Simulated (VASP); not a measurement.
# Ga (Cmce) in VASP: a series of runs

Runs on Ga. Level: PBEsol. Tasks: relaxation of cell and atoms.

Everything below comes from runs of VASP 6.6.1. Logs are shortened: lines on timing, memory, paths and dates and some standing lists are left out, and cuts for length are marked.

**1. The cell of the first run**

The structure is orthorhombic, space group Cmce (No. 64). Conventional cell: a = 4.523 Å, b = 7.661 Å, c = 4.524 Å, α = 90.00°, β = 90.00°, γ = 90.00°. Within 3.3 Å of Ga (site symmetry m) lie 7 Ga at 2.48 to 2.79 Å.

**2. Relaxation of cell and atoms, PBEsol, target pressure 10 GPa, at which the enthalpy is minimised**

INCAR reads:

```
PREC = Accurate ; ENCUT = 600
EDIFF = 1E-7 ; ISMEAR = -1
SIGMA = 0.05 ; LREAL = False
LASPH = True ; NELM = 60
ALGO = Fast ; ISIF = 3
LWAVE = False ; LCHARG = False
GGA = PS ; IBRION = 2
NSW = 60 ; EDIFFG = -0.01
PSTRESS = 100.0
```

KPOINTS reads:

```
regular mesh
0
Gamma
  7 7 6
```

POSCAR reads:

```
Ga
1.0
    2.2615000000     -3.8305000000      0.0000000000
    2.2615000000      3.8305000000      0.0000000000
    0.0000000000      0.0000000000      4.5240000000
Ga
4
Direct
    0.3451000000      0.6549000000      0.4190000000
    0.1549000000      0.8451000000      0.9190000000
    0.6549000000      0.3451000000      0.5810000000
    0.8451000000      0.1549000000      0.0810000000
```

Potentials or basis: VASP PAW PBE potentials, release 64 (Ga_d).

Command:

```sh
$ cat potpaw_PBE.64/Ga_d/POTCAR > POTCAR
$ mpirun -np 1 vasp_std > vasp.out
```

OUTCAR:

```text
PREC = Accurate
   ENCUT = 600
   EDIFF = 1E-7
   ISMEAR = -1
   LREAL = False
   LASPH = True
   NELM = 60
   ISIF = 3
   GGA = PS
   IBRION = 2
   NSW = 60
   EDIFFG = -0.01
   PSTRESS = 100.0

 ion  position               nearest neighbor table
   1  0.345  0.655  0.419-   3 2.48   2 2.69   2 2.69   4 2.73   4 2.73   3 2.79   3 2.79
   2  0.155  0.845  0.919-   4 2.48   1 2.69   1 2.69   3 2.73   3 2.73   4 2.79   4 2.79
   3  0.655  0.345  0.581-   1 2.48   4 2.69   4 2.69   2 2.73   2 2.73   1 2.79   1 2.79
   4  0.845  0.155  0.081-   2 2.48   3 2.69   3 2.69   1 2.73   1 2.73   2 2.79   2 2.79

  LATTYP: Found a base centered orthorhombic cell.
 ALAT       =     4.5230000000
 B/A-ratio  =     1.6937873093
 C/A-ratio  =     1.0002210922

  Lattice vectors:

 A1 = (   2.2615000000,  -3.8305000000,   0.0000000000)
 A2 = (   2.2615000000,   3.8305000000,   0.0000000000)
 A3 = (   0.0000000000,   0.0000000000,   4.5240000000)

Analysis of symmetry for initial positions (statically):
=====================================================================
 Subroutine PRICEL returns:
 Original cell was already a primitive cell.

 Routine SETGRP: Setting up the symmetry group for a
 base centered orthorhombic supercell.

 Subroutine GETGRP returns: Found  8 space group operations
 (whereof  4 operations were pure point group operations)
 out of a pool of  8 trial point group operations.

The static configuration has the point symmetry C_2h.
 The point group associated with its full space group is D_2h.

Analysis of symmetry for dynamics (positions and initial velocities):
=====================================================================
 Subroutine PRICEL returns:
 Original cell was already a primitive cell.

 Routine SETGRP: Setting up the symmetry group for a
 base centered orthorhombic supercell.

 Subroutine GETGRP returns: Found  8 space group operations
 (whereof  4 operations were pure point group operations)
 out of a pool of  8 trial point group operations.

The dynamic configuration has the point symmetry C_2h.
 The point group associated with its full space group is D_2h.

 Subroutine INISYM returns: Found  8 space group operations
 (whereof  4 operations are pure point group operations),
 and found     1 'primitive' translations

----------------------------------------------------------------------------------------

                                     Primitive cell

  volume of cell :      78.3799

  direct lattice vectors                    reciprocal lattice vectors
     2.261500000 -3.830500000  0.000000000     0.221092195 -0.130531262  0.000000000
     2.261500000  3.830500000  0.000000000     0.221092195  0.130531262  0.000000000
     0.000000000  0.000000000  4.524000000     0.000000000  0.000000000  0.221043324

  length of vectors
     4.448270731  4.448270731  4.524000000     0.256749234  0.256749234  0.221043324

  position of ions in fractional coordinates (direct lattice)
     0.345100000  0.654900000  0.419000000
     0.154900000  0.845100000  0.919000000
     0.654900000  0.345100000  0.581000000
     0.845100000  0.154900000  0.081000000

  ion indices of the primitive-cell ions
   primitive index   ion index
                 1           1
                 2           2
                 3           3
                 4           4

----------------------------------------------------------------------------------------

 KPOINTS: regular mesh

Automatic generation of k-mesh.
 Grid dimensions read from file:
 generate k-points for:    7    7    6

 Generating k-lattice:

  Cartesian coordinates                     Fractional coordinates (reciprocal lattice)
     0.031584599 -0.018647323  0.000000000     0.142857143  0.000000000  0.000000000
     0.031584599  0.018647323  0.000000000     0.000000000  0.142857143  0.000000000
     0.000000000  0.000000000  0.036840554     0.000000000  0.000000000  0.166666667

  Length of vectors
     0.036678462  0.036678462  0.036840554

  Shift w.r.t. Gamma in fractional coordinates (k-lattice)
     0.000000000  0.000000000  0.000000000

 Subroutine IBZKPT returns following result:
 ===========================================

 Found     64 irreducible k-points:

 Following reciprocal coordinates:
            Coordinates               Weight
  0.000000  0.000000  0.000000      1.000000
  0.142857  0.000000  0.000000      4.000000
  0.285714  0.000000  0.000000      4.000000
  0.428571 -0.000000  0.000000      4.000000
  0.142857  0.142857  0.000000      2.000000
  0.285714  0.142857  0.000000      4.000000
[... 16 lines left out ...]
  0.428571  0.142857  0.166667      8.000000
 -0.428571  0.142857  0.166667      8.000000
 [... further k-points ...]
   k-points           NKPTS =     64   k-points in BZ     NKDIM =     64   number of bands    NBANDS=     31
   number of dos      NEDOS =    301   number of ions     NIONS =      4
   total plane-waves  NPLWV =  46656
   dimension x,y,z NGX =    36 NGY =   36 NGZ =   36
   dimension x,y,z NGXF=    72 NGYF=   72 NGZF=   72
   ions per type =               4
   NGX,Y,Z   is equivalent  to a cutoff of  13.45, 13.45, 13.23 a.u.
   NGXF,Y,Z  is equivalent  to a cutoff of  26.91, 26.91, 26.46 a.u.
 SYSTEM =  unknown system
   PREC   = accura    normal or accurate (medium, high low for compatibility)
   ISTART =      0    job   : 0-new  1-cont  2-samecut
   ICHARG =      2    charge: 1-file 2-atom 10-const
   ISPIN  =      1    spin polarized calculation?
   LNONCOLLINEAR =      F non collinear calculations
   LSORBIT =      F    spin-orbit coupling
   LASPH  =      T    aspherical Exc in radial PAW
   ENCUT  =  600.0 eV  44.10 Ry    6.64 a.u.   8.88  8.88  9.04*2*pi/ulx,y,z
   NELM   =     60;   NELMIN=  2; NELMDL= -5     # of ELM steps
   EDIFF  = 0.1E-06   stopping-criterion for ELM
   LREAL  =      F    real-space projection
   EDIFFG = -.1E-01   stopping-criterion for IOM
   NSW    =     60    number of steps for IOM
   IBRION =      2    ionic relax: 0-MD 1-quasi-New 2-CG
   NFREE  =      1    steps in history (QN), initial steepest desc. (CG)
   ISIF   =      3    stress and relaxation
   ISYM   =      2    0-nonsym 1-usesym 2-fastsym
   POTIM  = 0.5000    time-step for ionic-motion
   TEBEG  =    0.0;   TEEND  =   0.0 temperature during run
   PSTRESS=  100.0 pullay stress
   NELECT =      52.0000    total number of electrons
   NUPDOWN=      -1.0000    fix difference up-down
   EMIN   =  10.00;   EMAX   =-10.00  energy-range for DOS
   EFERMI =   0.00;   METHOD = LEGACY
   ISMEAR =    -1;   SIGMA  =   0.05  broadening in eV -4-tet -1-fermi 0-gaus
   EFERMI_NEDOS =   21; number of points for ismear=-14 and -15
   IALGO  =     68    algorithm
   IMIX   =      4    mixing-type and parameters
     AMIX     =   0.40;   BMIX     =  1.00
     AMIX_MAG =   1.60;   BMIX_MAG =  1.00
  volume/ion in A,a.u.               =      19.59       132.23
  Fermi-wavevector in a.u.,A,eV,Ry     =   1.427823  2.698194 27.737908  2.038679
  Thomas-Fermi vector in A             =   2.547951
   LORBIT       =      0    0 simple, 1 ext, 2 COOP (PROOUT), +10 PAW based schemes
   GGA     = PS    functional components
   LHFCALC =     F    Hartree Fock is set to
   AEXX    =    0.0000 exact exchange contribution
   IVDW    =     0    specifies the selected vdW correction
   LEPSILON=     F    determine dielectric tensor
   LRPA    =     F    only Hartree local field effects (RPA)
 conjugate gradient relaxation of ions
 non-spin polarized calculation
 RMM-DIIS sequential band-by-band and
  energy-cutoff  :      600.00
  volume of cell :       78.38
 maximum number of plane-waves:      2636
   NGX = 17   NGY = 17   NGZ = 19

--------------------------------------- Ionic step        1  -------------------------------------------

 number of electron      52.0000010 magnetization

 Free energy of the ion-electron system (eV)
  ---------------------------------------------------
  ext. energy  EPLUGINS =         0.00000000
  ---------------------------------------------------
  free energy    TOTEN  =       -13.38567741 eV

  energy without entropy =      -13.37666356  energy(sigma->0) =      -13.38117049

------------------------ aborting loop because EDIFF is reached ----------------------------------------

  FORCE on cell =-STRESS in cart. coord.  units (eV):
  Direction    XX          YY          ZZ          XY          YZ          ZX
  --------------------------------------------------------------------------------------
  -------------------------------------------------------------------------------------
  Total       -1.1724471     -0.4491098     -0.6535681      0.0000000      0.0000000      0.0000000
  in kB      -23.9662014     -9.1803344    -13.3597028      0.0000000      0.0000000      0.0000000
  external PRESSURE =    -115.5020795 kB  Pullay stress =     100.0000000 kB
[... 99 lines left out ...]
  FREE ENERGIE OF THE ION-ELECTRON SYSTEM (eV)
  ---------------------------------------------------
  free  energy   TOTEN  =       -13.1602661479 eV

  energy  without entropy=      -13.1543423878  energy(sigma->0) =      -13.15730427

  enthalpy is  TOTEN    =        -8.9466224299 eV   P V=        4.2136437180

[... ionic steps 4 to 14 ...]

--------------------------------------- Ionic step       15  -------------------------------------------

 number of electron      52.0000020 magnetization

------------------------ aborting loop because EDIFF is reached ----------------------------------------

  FORCE on cell =-STRESS in cart. coord.  units (eV):
  Direction    XX          YY          ZZ          XY          YZ          ZX
  --------------------------------------------------------------------------------------
  -------------------------------------------------------------------------------------
  Total        4.1900731      4.1701187      4.1670274      0.0000000      0.0000000      0.0000000
  in kB       99.3680592     98.8948384     98.8215275      0.0000000      0.0000000      0.0000000
  external PRESSURE =      -0.9718583 kB  Pullay stress =     100.0000000 kB
[... 65 lines left out ...]
  enthalpy is  TOTEN    =        -8.9508354305 eV   P V=        4.2159160385

--------------------------------------- Ionic step       17  -------------------------------------------

 number of electron      52.0000020 magnetization

 Free energy of the ion-electron system (eV)
  ---------------------------------------------------
  ext. energy  EPLUGINS =         0.00000000
  ---------------------------------------------------
  free energy    TOTEN  =       -13.16590099 eV

  energy without entropy =      -13.16036997  energy(sigma->0) =      -13.16313548

 E-fermi :   6.3602     XC(G=0): -11.5589

 val. band max:        6.3366441052   @ k =   0.0000   0.0000   0.5000
 cond. band min:       6.3753594610   @ k =   0.2857   0.2857   0.0000
 fundamental gap:      0.0387153558
 Fermi energy:         6.3602235862

 k-point     1 :       0.0000    0.0000    0.0000
  band No.  band energies     occupation
      1      -9.1163      2.00000
      2      -9.0976      2.00000
      3      -9.0328      2.00000
      4      -9.0162      2.00000
      5      -9.0104      2.00000
      6      -8.9726      2.00000
[... 805 lines left out ...]
     30      10.6214      0.00000
     31      11.9799      0.00000

 [... further k-points ...]
[... 5 lines left out ...]
  --------------------------------------------------------------------------------------
  -------------------------------------------------------------------------------------
  Total        4.2070020      4.1752392      4.1809163      0.0000000     -0.0000000      0.0000000
  in kB       99.8086405     99.0550865     99.1897737      0.0000000     -0.0000000      0.0000000
  external PRESSURE =      -0.6488331 kB  Pullay stress =     100.0000000 kB
[... 19 lines left out ...]
  FREE ENERGIE OF THE ION-ELECTRON SYSTEM (eV)
  ---------------------------------------------------
  free  energy   TOTEN  =       -13.1659009884 eV

  energy  without entropy=      -13.1603699736  energy(sigma->0) =      -13.16313548

  enthalpy is  TOTEN    =        -8.9508330880 eV   P V=        4.2150679005

 reached required accuracy - stopping structural energy minimisation
```

It took 13 min on 1 thread of Intel Xeon 6975P-C (Granite Rapids), shared host; peak memory 0.31 GiB.

Results:

```
Free energy                                            : -13.1659 eV
Relaxed volume                                         : 16.88 Å³/atom
Relaxed cell                                           : a = 4.237 Å, b = 4.237 Å, c = 4.339 Å, α = 90.00°, β = 90.00°, γ = 119.90°
Space group after relaxing (to 0.05 Å)                 : Cmce (No. 64)
Energy change on relaxing (the enthalpy is what falls) : +54.9 meV/atom
Ionic steps                                            : 17
Pressure after relaxing                                : 9.9 GPa
Largest force after relaxing                           : 0.007 eV/Å
Band gap on the k mesh                                 : zero (band 26 reaches 6.80 eV, above the bottom of band 27 at 5.61 eV)
```

Forces in eV/Å, atoms in the order of the input:
```
Ga   0.000  0.000 -0.007
Ga   0.000  0.000 -0.007
Ga   0.000  0.000  0.007
Ga   0.000  0.000  0.007
```

Step by step:
```csv
step,energy change (eV),largest force (eV/Å),pressure (GPa),volume (Å³)
1,0.0000,0.1190,-1.55,78.38
2,0.5746,0.1030,17.84,63.42
3,0.2254,0.0633,9.99,67.51
4,0.2385,0.0638,10.34,67.30
5,0.2368,0.0612,10.35,67.29
6,0.2370,0.0724,10.37,67.28
7,0.2125,0.0196,9.73,67.65
8,0.2161,0.0132,9.88,67.60
9,0.2155,0.0130,9.87,67.61
10,0.2209,0.0168,10.03,67.52
11,0.2215,0.0176,10.03,67.51
12,0.2229,0.0193,10.06,67.48
13,0.2219,0.0052,10.04,67.50
14,0.2218,0.0047,10.05,67.50
15,0.2181,0.0049,9.90,67.56
16,0.2189,0.0071,9.91,67.55
17,0.2198,0.0071,9.94,67.53
```

Final structure:
```xyz
4
Lattice="2.1219 -3.6677 0.0000 2.1219 3.6677 0.0000 0.0000 0.0000 4.3388" Properties=species:S:1:pos:R:3 pbc="T T T"
Ga    2.1219    1.1364    1.8089
Ga    2.1219    2.5312    3.9783
Ga    2.1219   -1.1364    2.5299
Ga    2.1219   -2.5312    0.3605
```

Caveat: the cell is relaxed towards a set pressure, so the enthalpy falls and the energy may rise; the PAW data sets were made with another functional, which shifts forces and pressure a little.

**3. Relaxation of cell and atoms, PBEsol, target pressure 20 GPa, at which the enthalpy is minimised**

INCAR reads:

```
SYSTEM = Ga
  PREC = Accurate
  ENCUT = 600
  EDIFF = 1E-7
  ISMEAR = -1
  SIGMA = 0.05
  LREAL = .FALSE.
  LASPH = .TRUE.
  NELM = 80
  ALGO = Fast
  ISIF = 3
  LWAVE = .FALSE.
  LCHARG = .FALSE.
  GGA = PS
  IBRION = 2
  NSW = 60
  EDIFFG = -0.01
  PSTRESS = 200.0
```

KPOINTS reads:

```
regular mesh
0
G
  7 7 6
  0 0 0
```

POSCAR is that of step 2.

Potentials or basis: VASP PAW PBE potentials, release 64 (Ga_d).

Command:

```sh
$ cat potpaw_PBE.64/Ga_d/POTCAR > POTCAR
$ mpirun -np 1 vasp_std > vasp.out
```

OUTCAR:

```text
SYSTEM = Ga
   PREC = Accurate
   ENCUT = 600
   EDIFF = 1E-7
   ISMEAR = -1
   LREAL = .FALSE.
   LASPH = .TRUE.
   NELM = 80
   ISIF = 3
   GGA = PS
   IBRION = 2
   NSW = 60
   EDIFFG = -0.01
   PSTRESS = 200.0

 ion  position               nearest neighbor table
   1  0.345  0.655  0.419-   3 2.48   2 2.69   2 2.69   4 2.73   4 2.73   3 2.79   3 2.79
   2  0.155  0.845  0.919-   4 2.48   1 2.69   1 2.69   3 2.73   3 2.73   4 2.79   4 2.79
   3  0.655  0.345  0.581-   1 2.48   4 2.69   4 2.69   2 2.73   2 2.73   1 2.79   1 2.79
   4  0.845  0.155  0.081-   2 2.48   3 2.69   3 2.69   1 2.73   1 2.73   2 2.79   2 2.79

  LATTYP: Found a base centered orthorhombic cell.
 ALAT       =     4.5230000000
 B/A-ratio  =     1.6937873093
 C/A-ratio  =     1.0002210922

  Lattice vectors:

[... 386 lines left out ...]

 number of electron      51.9999985 magnetization

 Free energy of the ion-electron system (eV)
  ---------------------------------------------------
  ext. energy  EPLUGINS =         0.00000000
  ---------------------------------------------------
  free energy    TOTEN  =       -12.70448855 eV

  energy without entropy =      -12.69895781  energy(sigma->0) =      -12.70172318

 E-fermi :   7.2005     XC(G=0): -11.9744

 val. band max:        7.1294250980   @ k =  -0.2857   0.1429   0.1667
 cond. band min:       7.2013508057   @ k =  -0.2857   0.2857   0.1667
 fundamental gap:      0.0719257077
 Fermi energy:         7.2005440684

 k-point     1 :       0.0000    0.0000    0.0000
  band No.  band energies     occupation
      1      -8.4976      2.00000
      2      -8.4828      2.00000
      3      -8.3980      2.00000
      4      -8.3732      2.00000
      5      -8.3670      2.00000
      6      -8.3293      2.00000
[... 805 lines left out ...]
     30      11.7923      0.00000
     31      13.1332      0.00000

 [... further k-points ...]
[... 5 lines left out ...]
  --------------------------------------------------------------------------------------
  -------------------------------------------------------------------------------------
  Total        7.7936266      7.7890813      7.8116864      0.0000000     -0.0000000      0.0000000
  in kB      199.8501900    199.7336365    200.3132925      0.0000000     -0.0000000      0.0000000
  external PRESSURE =      -0.0342936 kB  Pullay stress =     200.0000000 kB
[... 23 lines left out ...]
  energy  without entropy=      -12.6989578067  energy(sigma->0) =      -12.70172318

  enthalpy is  TOTEN    =        -4.9050197448 eV   P V=        7.7994688006

 reached required accuracy - stopping structural energy minimisation
```

OSZICAR:

```text
N       E                     dE             d eps       ncg     rms          rms(c)
DAV:   1     0.368752677764E+03    0.36875E+03   -0.28264E+04  4013   0.345E+03
DAV:   2     0.297113865781E+02   -0.33904E+03   -0.33384E+03  4080   0.594E+02
DAV:   3    -0.122819638919E+02   -0.41993E+02   -0.41612E+02  4465   0.161E+02
DAV:   4    -0.135529568863E+02   -0.12710E+01   -0.12664E+01  4449   0.318E+01
[... 309 lines left out ...]
DAV:   1    -0.127044963959E+02    0.37975E-03   -0.25614E-04  4532   0.126E-01    0.175E-02
RMM:   2    -0.127044909414E+02    0.54546E-05   -0.18356E-05  4635   0.503E-02    0.974E-03
RMM:   3    -0.127044884779E+02    0.24635E-05   -0.61390E-06  4932   0.206E-02    0.177E-03
RMM:   4    -0.127044885378E+02   -0.59979E-07   -0.13132E-06  4501   0.967E-03    0.743E-04
RMM:   5    -0.127044885454E+02   -0.75852E-08   -0.17254E-07  2360   0.415E-03
  14 F= -.49050197E+01 E0= -.49022544E+01  d E =-.437672E-04
```

Wall time 35 min (1 thread of Intel Xeon Platinum 8488C (Sapphire Rapids), shared host); peak memory 0.32 GiB.

What came out:

```yaml
Free_energy: -12.7045 eV
Relaxed_volume: 15.62 Å³/atom
Relaxed_cell: a = 4.141 Å, b = 4.141 Å, c = 4.207 Å, α = 90.00°, β = 90.00°, γ = 120.01°
Space_group_after_relaxing_to_0.05_Å: Cmce (No. 64)
Energy_change_on_relaxing_the_enthalpy_is_what_falls: +170.3 meV/atom
Ionic_steps: 14
Pressure_after_relaxing: 20.0 GPa
Largest_force_after_relaxing: 0.005 eV/Å
Band_gap_on_the_k_mesh: zero (band 26 reaches 7.59 eV, above the bottom of band 27 at 6.45 eV)
```

Forces in eV/Å, atoms in the order of the input:
```
Ga   0.000 -0.002 -0.005
Ga   0.000  0.002 -0.005
Ga   0.000  0.002  0.005
Ga   0.000 -0.002  0.005
```

The path:
```csv
step,energy change (eV),largest force (eV/Å),pressure (GPa),volume (Å³)
1,0.0000,0.1190,-1.55,78.38
2,5.9227,0.1990,60.90,52.12
3,1.7224,0.1606,13.62,65.88
4,0.6991,0.1249,18.07,63.47
5,0.8123,0.1226,20.19,62.52
6,0.6473,0.0926,19.29,62.81
7,0.6481,0.1287,19.32,62.76
8,0.6477,0.1201,19.31,62.77
9,0.7158,0.0124,20.65,62.21
10,0.6976,0.0382,20.35,62.35
11,0.6790,0.0287,19.96,62.50
12,0.6835,0.0158,20.01,62.46
13,0.6808,0.0048,19.95,62.48
14,0.6812,0.0055,20.00,62.48
```

Final structure:
```
Ga
1.0
     2.07040   -3.58681    0.00000
     2.07040    3.58681    0.00000
     0.00000    0.00000    4.20680
Ga
4
Direct
  0.34549 0.65451 0.41735
  0.15451 0.84549 0.91735
  0.65451 0.34549 0.58265
  0.84549 0.15451 0.08265
```

Caveat: the cell is relaxed towards a set pressure, so the enthalpy falls and the energy may rise; the volume moved by over 15 % at a fixed basis, so the end points are rough; the PAW data sets were made with another functional, which shifts forces and pressure a little.
